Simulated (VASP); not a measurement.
Input of a VASP 6.6.1 run:

File INCAR:

```
PREC     = Accurate       # precision mode
ENCUT    = 520            # plane-wave cutoff, eV
EDIFF    = 1E-6           # SCF threshold, eV
ISMEAR   = 0              # smearing method
SIGMA    = 0.02           # smearing width, eV
LREAL    = False          # projectors in reciprocal space
LASPH    = True           # aspherical terms in the spheres
NELM     = 100            # most SCF steps
ALGO     = Normal         # electronic algorithm
ISIF     = 2              # what is computed and relaxed
LWAVE    = False          # write WAVECAR
LCHARG   = True           # write CHGCAR
GGA      = PE             # functional
LELF     = True           # ELF
LVHAR    = True         
NBANDS   = 22             # bands
```

Contents of KPOINTS:

```
regular mesh
0
Gamma
  6 6 4
```

File POSCAR:

```
BaLi2S2
1.0
    4.1400867384      0.0000000000      0.0000000000
   -2.0700433692      3.5854202893      0.0000000000
    0.0000000000      0.0000000000      7.0012221520
Ba Li S
1 2 2
Direct
    0.0000000000      0.0000000000      0.0000000000
    0.6666666667      0.3333333333      0.6137174385
    0.3333333333      0.6666666667      0.3862825615
    0.6666666667      0.3333333333      0.2756076863
    0.3333333333      0.6666666667      0.7243923137
```

Potentials or basis: VASP PAW PBE potentials, release 64 (Ba_sv, Li_sv, S).

Launch:

```bash
$ cat potpaw_PBE.64/Ba_sv/POTCAR potpaw_PBE.64/Li_sv/POTCAR potpaw_PBE.64/S/POTCAR > POTCAR
$ mpirun -np 1 vasp_std > vasp.out
```

(1) Estimate the band gap on the k mesh.

(2) Predict the largest force.

## Answers

(1) 2.56 eV (least direct gap 2.83 eV).

(2) 0.092 eV/Å.

Caveat: spin-orbit coupling is left out, which moves the levels of the heavy elements.
